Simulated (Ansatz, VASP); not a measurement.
**One calculation of Pb, two programs**

Contents of INCAR:

```
SYSTEM = Pb
PREC     = Accurate       ! precision mode
ENCUT    = 520            ! plane-wave cutoff, eV
EDIFF    = 1E-7           ! SCF threshold, eV
ISMEAR   = -1             ! smearing method
SIGMA    = 0.05           ! smearing width, eV
LREAL    = .FALSE.        ! projectors in reciprocal space
LASPH    = .TRUE.         ! aspherical terms in the spheres
NELM     = 80             ! most SCF steps
ALGO     = Normal         ! electronic algorithm
ISIF     = 2              ! what is computed and relaxed
LWAVE    = .FALSE.        ! write WAVECAR
LCHARG   = .FALSE.        ! write CHGCAR
GGA      = PS             ! functional
NBANDS   = 36             ! bands
```

KPOINTS

```
regular mesh
0
G
  9 9 3
  0 0 0
```

Contents of POSCAR:

```
Pb
1.0
    3.4767337338      0.0000000000      0.0000000000
   -1.7383668669      3.0109397357      0.0000000000
    0.0000000000      0.0000000000     11.3398816597
Pb
4
Direct
    0.6666666667      0.3333333333      0.7500000000
    0.0000000000      0.0000000000      0.5000000000
    0.3333333333      0.6666666667      0.2500000000
    0.0000000000      0.0000000000      0.0000000000
```

The input input.yaml:

```yaml
crystal:
  lattice:
    - [3.4767337338, 0.0, 0.0]
    - [-1.7383668669, 3.0109397357, 0.0]
    - [0.0, 0.0, 11.3398816597]
  atoms:
    - { symbol: Pb, position: [0.6666666667, 0.3333333333, 0.75] }
    - { symbol: Pb, position: [0.0, 0.0, 0.5] }
    - { symbol: Pb, position: [0.3333333333, 0.6666666667, 0.25] }
    - { symbol: Pb, position: [0.0, 0.0, 0.0] }
kpoints:
  mp_grid: { grid: [9, 9, 3] }
scf:
  occupations: { method: fermi_dirac, width: 0.05 }
hamiltonian:
  xc: pbesol
  pseudopotentials: { kind: all_electron, lapw: { basis_error: 0.001 } }
output:
  forces: true
  stress: true
  eigenvalues: true
```

Change from the starting cell: volume scaled by 0.96.

Alike in both runs: task single point; functional PBEsol; k mesh 9 × 9 × 3; occupations fermi-dirac, width 0.05 eV; no spin polarisation.

|  | VASP | Ansatz |
| --- | --- | --- |
| version | VASP 6.6.1 | Ansatz 0.2.0 |
| potentials or method | VASP PAW PBE potentials, release 64 (Pb_d), cutoff 520 eV | all-electron LAPW, scalar-relativistic |

|  | VASP | Ansatz | Ansatz less VASP |
| --- | --- | --- | --- |
| gap on the k mesh at the Fermi level (eV) | none | none | - |
| pressure (GPa) | 0.3 | 0.3 | +0.09 |
| traceless stress, the component that is largest in VASP (GPa) | 0.38 | 0.38 | +0.003 |

VASP's potentials were made for PBE, not for PBEsol. A gap of «none» marks a metal or a gap that the smearing closes. Ansatz ran all-electron here, and VASP with PAW potentials.

Neither program's run includes spin-orbit coupling.
